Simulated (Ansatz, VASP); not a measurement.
One calculation of CdS, two programs

Contents of INCAR:

```
PREC = Accurate
ENCUT = 520
EDIFF = 1E-7
ISMEAR = -1
SIGMA = 0.02
LREAL = F
LASPH = T
NELM = 100
ALGO = Normal
ISIF = 2
LWAVE = F
LCHARG = T
GGA = PE
LELF = T
LVHAR = T
NBANDS = 26
```

KPOINTS

```
Automatic mesh
0
Gamma
  12 12 4
```

The input POSCAR:

```
CdS
1.0
    4.3311853188      0.0000000000      0.0000000000
   -2.1655926594      3.6066504948      0.0000000000
    0.0000000000      0.0000000000      6.7660105206
Cd S
2 2
Direct
    0.3332132608      0.6664265217     -0.0030930289
    0.6667867392      0.3335734783      0.4969069711
    0.3277447685      0.6554895369      0.3780930289
    0.6722552315      0.3445104631      0.8780930289
```

Input for Ansatz:

```yaml
crystal:
  lattice:
    - [4.3311853188, 0.0, 0.0]
    - [-2.1655926594, 3.6066504948, 0.0]
    - [0.0, 0.0, 6.7660105206]
  atoms:
    - { symbol: Cd, position: [0.3332132608, 0.6664265217, -0.0030930289] }
    - { symbol: Cd, position: [0.6667867392, 0.3335734783, 0.4969069711] }
    - { symbol: S, position: [0.3277447685, 0.6554895369, 0.3780930289] }
    - { symbol: S, position: [0.6722552315, 0.3445104631, 0.8780930289] }
kpoints:
  mp_grid: { grid: [12, 12, 4] }
  band_path:
    path:
      - [0.0, 0.0, 0.0]
      - [0.5, 0.0, 0.0]
      - [0.3333333333, 0.3333333333, 0.0]
      - [0.0, 0.0, 0.5]
      - [0.5, 0.0, 0.5]
      - [0.3333333333, 0.3333333333, 0.5]
    npoints: 1
hamiltonian:
  xc: pbe
scf:
  occupations: { method: fermi_dirac, width: 0.02 }
  n_extra_bands: 5
output:
  forces: true
  stress: true
  eigenvalues: true
```

Change from the starting cell: uniaxial_x strain +4.0%.

Alike in both runs: task single point; functional PBE; k mesh 12 × 12 × 4; occupations fermi-dirac, width 0.02 eV; no spin polarisation.

|  | VASP | Ansatz |
| --- | --- | --- |
| version | VASP 6.6.1 | Ansatz 0.2.0 |
| potentials or method | VASP PAW PBE potentials, release 64 (Cd, S) | plane waves, PAW |
| plane-wave cutoff (eV) | 520 | 420 |
| valence electrons in the cell | 36 | 52 |

```csv
,VASP,Ansatz,Ansatz less VASP
gap on the k mesh at the Fermi level (eV),1.05,1.04,-0.001
pressure (GPa),-0.5,-0.8,-0.27
"traceless stress, the component that is largest in VASP (GPa)",-0.98,-0.97,+0.002
```

With one functional, cell and mesh, what is left measures potentials, basis and numerics. VASP's potentials hold 36 valence electrons a cell and Ansatz's 52, so a difference there can come from the potentials and not from the codes.
